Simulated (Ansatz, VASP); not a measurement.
**ZnO: VASP beside Ansatz**

```
CELL_PARAMETERS angstrom
3.23535 0.00000 0.00000
-1.61768 2.80190 0.00000
0.00000 0.00000 5.21091
ATOMIC_POSITIONS crystal
Zn 0.33333 0.66667 0.49966
Zn 0.66667 0.33333 0.99966
O 0.66667 0.33333 0.37935
O 0.33333 0.66667 0.87935
```

Alike in both runs: task single point; functional r2SCAN; k mesh 12 × 12 × 6; no spin polarisation.

|  | VASP | Ansatz |
| --- | --- | --- |
| version | VASP 6.6.1 | Ansatz 0.2.0 |
| potentials or method | VASP PAW PBE potentials, release 64 (Zn, O) | plane waves, PAW |
| plane-wave cutoff (eV) | 520 | 500 |
| occupations | gaussian, width 0.01 eV | fixed |
| valence electrons in the cell | 36 | 36 |

Ansatz gave:

```
gap on the k mesh at the Fermi level (eV)                     : 1.24
pressure (GPa)                                                : 0.0
traceless stress, the component that is largest in VASP (GPa) : 0.00
rms of the force components (eV/Å)                            : 0.001
```

Task: Which values does VASP return?

Result: gap on the k mesh at the Fermi level (eV): 1.23; pressure (GPa): 1.0; traceless stress, the component that is largest in VASP (GPa): 0.08; rms of the force components (eV/Å): 0.005.

VASP's potentials were made for PBE, not for r2SCAN. Atom by atom the forces differ by 0.006 eV/Å (rms over components).
